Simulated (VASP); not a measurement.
# Cl (Cmce) in VASP: notebook

Aim: see how the results for Cl move with the level of theory and the settings. Levels: revPBE+D3(BJ), PBE. Tasks: single point.

Everything below comes from runs of VASP 6.6.1. Logs are shortened: lines on timing, memory, paths and dates and some standing lists are left out, and cuts for length are marked.

### Step 1. The cell of the first run

Symmetry: Cmce, No. 64, orthorhombic system. The conventional cell has a = 6.454 Å, b = 4.185 Å, c = 8.145 Å, α = 90.00°, β = 90.00°, γ = 90.00°. Cl (site symmetry m) has 1 Cl at 2.03 Å within 2.7 Å.

### Step 2. Single point, revPBE+D3(BJ)

Input file INCAR:

```
SYSTEM = Cl
PREC = Accurate
ENCUT = 520
EDIFF = 1E-6
ISMEAR = -1
SIGMA = 0.05
LREAL = .False.
LASPH = .True.
NELM = 60
ALGO = Normal
ISIF = 2
LWAVE = .False.
LCHARG = .False.
GGA = RE
IVDW = 12
NBANDS = 22
```

Input file KPOINTS:

```
Automatic mesh
0
Gamma
  7 7 4
  0 0 0
```

Input file POSCAR:

```
Cl
1.0
    3.2269982773     -2.0925289785      0.0000000000
    3.2269982773      2.0925289785      0.0000000000
    0.0000000000      0.0000000000      8.1452009912
Cl
4
Direct
    0.3760301650      0.6239698350      0.3930009564
    0.1239698350      0.8760301650      0.8930009564
    0.6239698350      0.3760301650      0.6069990436
    0.8760301650      0.1239698350      0.1069990436
```

Potentials or basis: VASP PAW PBE potentials, release 64 (Cl).

On the command line:

```
> cat potpaw_PBE.64/Cl/POTCAR > POTCAR
> mpirun -np 1 vasp_std > vasp.out
```

OUTCAR:

```text
SYSTEM = Cl
   PREC = Accurate
   ENCUT = 520
   EDIFF = 1E-6
   ISMEAR = -1
   LREAL = .False.
   LASPH = .True.
   NELM = 60
   ISIF = 2
   GGA = RE
   IVDW = 12
 IVDW          = 12

 ion  position               nearest neighbor table
   1  0.376  0.624  0.393-   3 2.03
   2  0.124  0.876  0.893-   4 2.03
   3  0.624  0.376  0.607-   1 2.03
   4  0.876  0.124  0.107-   2 2.03

  LATTYP: Found a base centered orthorhombic cell.
 ALAT       =     4.1850579570
 B/A-ratio  =     1.5421522523
 C/A-ratio  =     1.9462576325

  Lattice vectors:

 A1 = (  -3.2269982773,  -2.0925289785,   0.0000000000)
 A2 = (   3.2269982773,  -2.0925289785,   0.0000000000)
 A3 = (   0.0000000000,   0.0000000000,   8.1452009912)

Analysis of symmetry for initial positions (statically):
=====================================================================
 Subroutine PRICEL returns:
 Original cell was already a primitive cell.

 Routine SETGRP: Setting up the symmetry group for a
 base centered orthorhombic supercell.

 Subroutine GETGRP returns: Found  8 space group operations
 (whereof  4 operations were pure point group operations)
 out of a pool of  8 trial point group operations.

The static configuration has the point symmetry C_2h.
 The point group associated with its full space group is D_2h.

Analysis of symmetry for dynamics (positions and initial velocities):
=====================================================================
 Subroutine PRICEL returns:
 Original cell was already a primitive cell.

 Routine SETGRP: Setting up the symmetry group for a
 base centered orthorhombic supercell.

 Subroutine GETGRP returns: Found  8 space group operations
 (whereof  4 operations were pure point group operations)
 out of a pool of  8 trial point group operations.

The dynamic configuration has the point symmetry C_2h.
 The point group associated with its full space group is D_2h.

 Subroutine INISYM returns: Found  8 space group operations
 (whereof  4 operations are pure point group operations),
 and found     1 'primitive' translations

----------------------------------------------------------------------------------------

                                     Primitive cell

  volume of cell :     110.0024

  direct lattice vectors                    reciprocal lattice vectors
     3.226998277 -2.092528978  0.000000000     0.154942754 -0.238945317  0.000000000
     3.226998277  2.092528978  0.000000000     0.154942754  0.238945317  0.000000000
     0.000000000  0.000000000  8.145200991     0.000000000  0.000000000  0.122771679

  length of vectors
     3.846062325  3.846062325  8.145200991     0.284784342  0.284784342  0.122771679

  position of ions in fractional coordinates (direct lattice)
     0.376030165  0.623969835  0.393000956
     0.123969835  0.876030165  0.893000956
     0.623969835  0.376030165  0.606999044
     0.876030165  0.123969835  0.106999044

  ion indices of the primitive-cell ions
   primitive index   ion index
                 1           1
                 2           2
                 3           3
                 4           4

----------------------------------------------------------------------------------------

 KPOINTS: Automatic mesh

Automatic generation of k-mesh.
 Grid dimensions read from file:
 generate k-points for:    7    7    4

 Generating k-lattice:

  Cartesian coordinates                     Fractional coordinates (reciprocal lattice)
     0.022134679 -0.034135045  0.000000000     0.142857143  0.000000000  0.000000000
     0.022134679  0.034135045  0.000000000     0.000000000  0.142857143  0.000000000
     0.000000000  0.000000000  0.030692920     0.000000000  0.000000000  0.250000000

  Length of vectors
     0.040683477  0.040683477  0.030692920

  Shift w.r.t. Gamma in fractional coordinates (k-lattice)
     0.000000000  0.000000000  0.000000000

 Subroutine IBZKPT returns following result:
 ===========================================

 Found     48 irreducible k-points:

 Following reciprocal coordinates:
            Coordinates               Weight
  0.000000  0.000000  0.000000      1.000000
  0.142857 -0.000000  0.000000      4.000000
  0.285714 -0.000000  0.000000      4.000000
  0.428571  0.000000  0.000000      4.000000
  0.142857  0.142857  0.000000      2.000000
  0.285714  0.142857  0.000000      4.000000
[... 16 lines left out ...]
  0.428571  0.142857  0.250000      8.000000
 -0.428571  0.142857  0.250000      8.000000
 [... further k-points ...]
   k-points           NKPTS =     48   k-points in BZ     NKDIM =     48   number of bands    NBANDS=     22
   number of dos      NEDOS =    301   number of ions     NIONS =      4
   total plane-waves  NPLWV =  57600
   dimension x,y,z NGX =    30 NGY =   30 NGZ =   64
   dimension x,y,z NGXF=    60 NGYF=   60 NGZF=  128
   ions per type =               4
   NGX,Y,Z   is equivalent  to a cutoff of  12.97, 12.97, 13.06 a.u.
   NGXF,Y,Z  is equivalent  to a cutoff of  25.93, 25.93, 26.13 a.u.
 SYSTEM =  Cl
   PREC   = accura    normal or accurate (medium, high low for compatibility)
   ISTART =      0    job   : 0-new  1-cont  2-samecut
   ICHARG =      2    charge: 1-file 2-atom 10-const
   ISPIN  =      1    spin polarized calculation?
   LNONCOLLINEAR =      F non collinear calculations
   LSORBIT =      F    spin-orbit coupling
   LASPH  =      T    aspherical Exc in radial PAW
   ENCUT  =  520.0 eV  38.22 Ry    6.18 a.u.   7.15  7.15 15.14*2*pi/ulx,y,z
   NELM   =     60;   NELMIN=  2; NELMDL= -5     # of ELM steps
   EDIFF  = 0.1E-05   stopping-criterion for ELM
   LREAL  =      F    real-space projection
[... 7 lines left out ...]
   TEBEG  =    0.0;   TEEND  =   0.0 temperature during run
   PSTRESS=    0.0 pullay stress
   NELECT =      28.0000    total number of electrons
   NUPDOWN=      -1.0000    fix difference up-down
   EMIN   =  10.00;   EMAX   =-10.00  energy-range for DOS
   EFERMI =   0.00;   METHOD = LEGACY
   ISMEAR =    -1;   SIGMA  =   0.05  broadening in eV -4-tet -1-fermi 0-gaus
   EFERMI_NEDOS =   21; number of points for ismear=-14 and -15
   IALGO  =     38    algorithm
   IMIX   =      4    mixing-type and parameters
     AMIX     =   0.40;   BMIX     =  1.00
     AMIX_MAG =   1.60;   BMIX_MAG =  1.00
  volume/ion in A,a.u.               =      27.50       185.58
  Fermi-wavevector in a.u.,A,eV,Ry     =   1.037513  1.960615 14.645760  1.076433
  Thomas-Fermi vector in A             =   2.171954
   LORBIT       =      0    0 simple, 1 ext, 2 COOP (PROOUT), +10 PAW based schemes
   GGA     = RE    functional components
   LHFCALC =     F    Hartree Fock is set to
   AEXX    =    0.0000 exact exchange contribution
   IVDW    =    12    specifies the selected vdW correction
   LEPSILON=     F    determine dielectric tensor
   LRPA    =     F    only Hartree local field effects (RPA)
 non-spin polarized calculation
  energy-cutoff  :      520.00
  volume of cell :      110.00
 maximum number of plane-waves:      2986
 NGX is ok and might be reduce to    30
   NGX = 15   NGY = 15   NGZ = 31

 number of electron      28.0000001 magnetization

 Free energy of the ion-electron system (eV)
  ---------------------------------------------------
  ext. energy  EPLUGINS =         0.00000000
  ---------------------------------------------------
  free energy    TOTEN  =        -6.43291714 eV

  energy without entropy =       -6.43291714  energy(sigma->0) =       -6.43291714

 E-fermi :   1.0525     XC(G=0):  -7.6917

 val. band max:       -0.1290875109   @ k =   0.0000   0.0000   0.0000
 cond. band min:       2.2724458087   @ k =   0.0000   0.0000   0.0000
 fundamental gap:      2.4015333196
 Fermi energy:         1.0525299401

 k-point     1 :       0.0000    0.0000    0.0000
  band No.  band energies     occupation
      1     -16.7480      2.00000
      2     -16.4399      2.00000
      3     -13.0076      2.00000
      4     -12.1853      2.00000
      5      -5.6305      2.00000
      6      -4.4341      2.00000
[... 14 lines left out ...]
     21      10.7349      0.00000
     22      10.8398      0.00000

 k-point     2 :       0.1429   -0.0000    0.0000
  band No.  band energies     occupation
      1     -16.7035      2.00000
      2     -16.4232      2.00000
      3     -12.9664      2.00000
      4     -12.2289      2.00000
      5      -5.6170      2.00000
      6      -4.5204      2.00000
[... 14 lines left out ...]
     21      10.3424      0.00000
     22      10.8833      0.00000

 k-point     3 :       0.2857   -0.0000    0.0000
  band No.  band energies     occupation
      1     -16.5921      2.00000
      2     -16.3936      2.00000
      3     -12.8542      2.00000
      4     -12.3499      2.00000
      5      -5.5687      2.00000
      6      -4.7873      2.00000
[... 14 lines left out ...]
     21      10.5406      0.00000
     22      11.0800      0.00000

 k-point     4 :       0.4286    0.0000    0.0000
  band No.  band energies     occupation
      1     -16.4705      2.00000
      2     -16.3983      2.00000
      3     -12.6965      2.00000
      4     -12.5185      2.00000
      5      -5.4351      2.00000
      6      -5.1536      2.00000
[... 14 lines left out ...]
     21      10.9910      0.00000
     22      11.9162      0.00000

 k-point     5 :       0.1429    0.1429    0.0000
  band No.  band energies     occupation
      1     -16.7085      2.00000
      2     -16.4107      2.00000
      3     -12.9704      2.00000
      4     -12.1819      2.00000
      5      -5.5991      2.00000
      6      -4.4630      2.00000
[... 417 lines left out ...]
 k-point    22 :       0.2857    0.1429    0.2500
  band No.  band energies     occupation
      1     -16.6024      2.00000
      2     -16.4188      2.00000
      3     -12.8044      2.00000
      4     -12.3285      2.00000
      5      -5.4325      2.00000
      6      -4.7462      2.00000
[... 14 lines left out ...]
     21      10.3389      0.00000
     22      10.8156      0.00000

 k-point    23 :       0.4286    0.1429    0.2500
  band No.  band energies     occupation
      1     -16.5042      2.00000
      2     -16.3839      2.00000
      3     -12.7254      2.00000
      4     -12.4260      2.00000
      5      -5.3909      2.00000
      6      -4.9328      2.00000
[... 14 lines left out ...]
     21      10.4685      0.00000
     22      10.7526      0.00000

 k-point    24 :      -0.4286    0.1429    0.2500
  band No.  band energies     occupation
      1     -16.4310      2.00000
      2     -16.4016      2.00000
      3     -12.6327      2.00000
      4     -12.5642      2.00000
      5      -5.2664      2.00000
      6      -5.1823      2.00000
[... 14 lines left out ...]
     21      10.8487      0.00000
     22      11.4741      0.00000

 [... further k-points ...]

------------------------ aborting loop because EDIFF is reached ----------------------------------------

 Edisp (eV)   -1.25568

 E8    (eV) :    -0.7773

  FORCE on cell =-STRESS in cart. coord.  units (eV):
  Direction    XX          YY          ZZ          XY          YZ          ZX
  --------------------------------------------------------------------------------------
  -------------------------------------------------------------------------------------
  Total      -0.03380    -0.21170    -0.57713     0.00000     0.00000     0.00000
  in kB      -0.49236    -3.08341    -8.40587     0.00000     0.00000     0.00000
  external pressure =       -3.99 kB  Pullay stress =        0.00 kB

 VOLUME and BASIS-vectors are now :
 -----------------------------------------------------------------------------
  energy-cutoff  :      520.00
  volume of cell :      110.00
      direct lattice vectors                 reciprocal lattice vectors
     3.226998277 -2.092528978  0.000000000     0.154942754 -0.238945317  0.000000000
     3.226998277  2.092528978  0.000000000     0.154942754  0.238945317  0.000000000
     0.000000000  0.000000000  8.145200991     0.000000000  0.000000000  0.122771679

 POSITION                                       TOTAL-FORCE (eV/Angst)
 -----------------------------------------------------------------------------------
      3.22700      0.51882      3.20107         0.000000     -0.097361      0.170047
      3.22700      1.57371      7.27367         0.000000      0.097361      0.170047
      3.22700     -0.51882      4.94413         0.000000      0.097361     -0.170047
      3.22700     -1.57371      0.87153         0.000000     -0.097361     -0.170047
 -----------------------------------------------------------------------------------
    total drift:                                0.000000      0.000000      0.000000

  FREE ENERGIE OF THE ION-ELECTRON SYSTEM (eV)
  ---------------------------------------------------
  free  energy   TOTEN  =        -7.6885994764 eV

  energy  without entropy=       -7.6885994764  energy(sigma->0) =       -7.68859948
```

It took 48 s on 1 thread of Intel Xeon 6975P-C (Granite Rapids), shared host; peak memory 0.25 GiB.

Results:

- Free energy: -7.6886 eV
- Pressure: -0.4 GPa
- Largest force: 0.196 eV/Å
- Band gap on the k mesh: 2.40 eV, direct
- Dispersion energy per atom: -0.314 eV

Forces in eV/Å, atoms in the order of the input:
```
Cl   0.000 -0.097  0.170
Cl   0.000  0.097  0.170
Cl   0.000  0.097 -0.170
Cl   0.000 -0.097 -0.170
```

Levels at points of the mesh, in eV from the valence-band top:
```tsv
k point	band 10	band 11	band 12	band 13	band 14	band 15	band 16	band 17	band 18	band 19
(0.00, 0.00, 0.00)	-2.13	-0.84	-0.31	-0.10	0.00	2.40	3.16	7.26	7.58	8.85
(0.00, 0.00, 0.50)	-2.18	-0.71	-0.71	-0.05	-0.05	2.72	2.72	7.69	7.69	9.76
```

Caveat: the PAW data sets were made with another functional, which shifts forces and pressure a little. A k mesh can miss the band edges.

### Step 3. Single point, PBE

This run uses another cell than the first one, of 29.05 Å³/atom, 1.056 times its volume.

Input file INCAR:

```
SYSTEM = Cl
  ALGO = Normal
  EDIFF = 1E-6
  ENCUT = 520
  GGA = PE
  ISIF = 2
  ISMEAR = 0
  LASPH = .True.
  LCHARG = .False.
  LREAL = .False.
  LWAVE = .False.
  NBANDS = 22
  NELM = 60
  PREC = Accurate
  SIGMA = 0.028000000000000004
```

Input file KPOINTS:

```
k-points
0
Gamma
  7 7 4
  0 0 0
```

Input file POSCAR:

```
Cl
1.0
    3.1450000000     -2.2500000000      0.0000000000
    3.1450000000      2.2500000000      0.0000000000
    0.0000000000      0.0000000000      8.2100000000
Cl
4
Direct
    0.3700000000      0.6300000000      0.4000000000
    0.1300000000      0.8700000000      0.9000000000
    0.6300000000      0.3700000000      0.6000000000
    0.8700000000      0.1300000000      0.1000000000
```

Potentials or basis: VASP PAW PBE potentials, release 64 (Cl).

On the command line:

```
> cat potpaw_PBE.64/Cl/POTCAR > POTCAR
> mpirun -np 1 vasp_std > vasp.out
```

OUTCAR:

```text
SYSTEM = Cl
   EDIFF = 1E-6
   ENCUT = 520
   GGA = PE
   ISIF = 2
   ISMEAR = 0
   LASPH = .True.
   LREAL = .False.
   NELM = 60
   PREC = Accurate

 ion  position               nearest neighbor table
   1  0.370  0.630  0.400-   3 2.02
   2  0.130  0.870  0.900-   4 2.02
   3  0.630  0.370  0.600-   1 2.02
   4  0.870  0.130  0.100-   2 2.02

  LATTYP: Found a base centered orthorhombic cell.
 ALAT       =     4.5000000000
 B/A-ratio  =     1.3977777778
 C/A-ratio  =     1.8244444444
[... 798 lines left out ...]

  FORCE on cell =-STRESS in cart. coord.  units (eV):
  Direction    XX          YY          ZZ          XY          YZ          ZX
  --------------------------------------------------------------------------------------
  -------------------------------------------------------------------------------------
  Total        0.8682538      0.0544271     -0.3077849      0.0000000     -0.0000000      0.0000000
  in kB       11.9723932      0.7504972     -4.2440606      0.0000000     -0.0000000      0.0000000
  external PRESSURE =       2.8262766 kB  Pullay stress =       0.0000000 kB

 VOLUME and BASIS-vectors are now :
 -----------------------------------------------------------------------------
  energy-cutoff  :      520.00
  volume of cell :      116.19
      direct lattice vectors                 reciprocal lattice vectors
     3.145000000 -2.250000000  0.000000000     0.158982512 -0.222222222  0.000000000
     3.145000000  2.250000000  0.000000000     0.158982512  0.222222222  0.000000000
     0.000000000  0.000000000  8.210000000     0.000000000  0.000000000  0.121802680

 POSITION                                       TOTAL-FORCE (eV/Angst)
 -----------------------------------------------------------------------------------
      3.14500      0.58500      3.28400         0.000000     -0.159690      0.070444
      3.14500      1.66500      7.38900         0.000000      0.159690      0.070444
      3.14500     -0.58500      4.92600         0.000000      0.159690     -0.070444
      3.14500     -1.66500      0.82100         0.000000     -0.159690     -0.070444
 -----------------------------------------------------------------------------------
    total drift:                                0.000000     -0.000000      0.000000

  FREE ENERGIE OF THE ION-ELECTRON SYSTEM (eV)
  ---------------------------------------------------
  free  energy   TOTEN  =        -7.3131277823 eV

  energy  without entropy=       -7.3131277823  energy(sigma->0) =       -7.31312778
```

OSZICAR:

```text
N       E                     dE             d eps       ncg     rms          rms(c)
DAV:   1     0.181115921291E+03    0.18112E+03   -0.12082E+04  2112   0.108E+03
DAV:   2     0.539630785117E+01   -0.17572E+03   -0.16979E+03  3034   0.200E+02
DAV:   3    -0.762668302051E+01   -0.13023E+02   -0.12968E+02  2722   0.622E+01
DAV:   4    -0.779281879453E+01   -0.16614E+00   -0.16607E+00  2836   0.844E+00
DAV:   5    -0.779550362202E+01   -0.26848E-02   -0.26847E-02  2754   0.105E+00    0.155E+01
DAV:   6    -0.743723550554E+01    0.35827E+00   -0.23862E-01  2634   0.277E+00    0.101E+01
DAV:   7    -0.732481149055E+01    0.11242E+00   -0.53558E-01  2610   0.402E+00    0.829E-01
DAV:   8    -0.731283555358E+01    0.11976E-01   -0.66109E-02  2454   0.154E+00    0.393E-01
DAV:   9    -0.731299194156E+01   -0.15639E-03   -0.16915E-03  2616   0.252E-01    0.786E-02
DAV:  10    -0.731312252593E+01   -0.13058E-03   -0.16107E-04  2870   0.810E-02    0.553E-02
DAV:  11    -0.731312730428E+01   -0.47783E-05   -0.43714E-05  2634   0.381E-02    0.148E-02
DAV:  12    -0.731312778233E+01   -0.47806E-06   -0.43042E-06  2592   0.135E-02
   1 F= -.73131278E+01 E0= -.73131278E+01  d E =-.910529E-19
```

stdout:

```text
POSCAR found type information on POSCAR Cl
 POSCAR found :  1 types and       4 ions
 scaLAPACK will be used
 LDA part: xc-table for (Slater+PW92), standard interpolation
 POSCAR, INCAR and KPOINTS ok, starting setup
 FFT: planning ... GRIDC
 FFT: planning ... GRID_SOFT
 FFT: planning ... GRID
 WAVECAR not read
 entering main loop
```

Run time: 40 s. Hardware: 1 thread of Intel Xeon 6975P-C (Granite Rapids), shared host; peak memory 0.26 GiB.

What came out:

```
Free energy            : -7.3131 eV
Pressure               : 0.3 GPa
Largest force          : 0.175 eV/Å
Band gap on the k mesh : 2.54 eV, indirect (least direct gap 2.59 eV)
```

Forces in eV/Å, atoms in the order of the input:
```
Cl   0.000 -0.160  0.070
Cl   0.000  0.160  0.070
Cl   0.000  0.160 -0.070
Cl   0.000 -0.160 -0.070
```

Levels at points of the mesh, in eV from the valence-band top:
```tsv
k point	band 10	band 11	band 12	band 13	band 14	band 15	band 16	band 17	band 18	band 19
(0.00, 0.00, 0.00)	-2.14	-0.69	-0.40	-0.14	-0.05	2.54	3.11	6.94	7.61	8.88
(0.00, 0.00, 0.50)	-2.14	-0.64	-0.64	-0.10	-0.10	2.74	2.74	7.51	7.51	9.70
```

A k mesh can miss the band edges. PBE gaps usually lie below the measured ones, often by a third to a half.
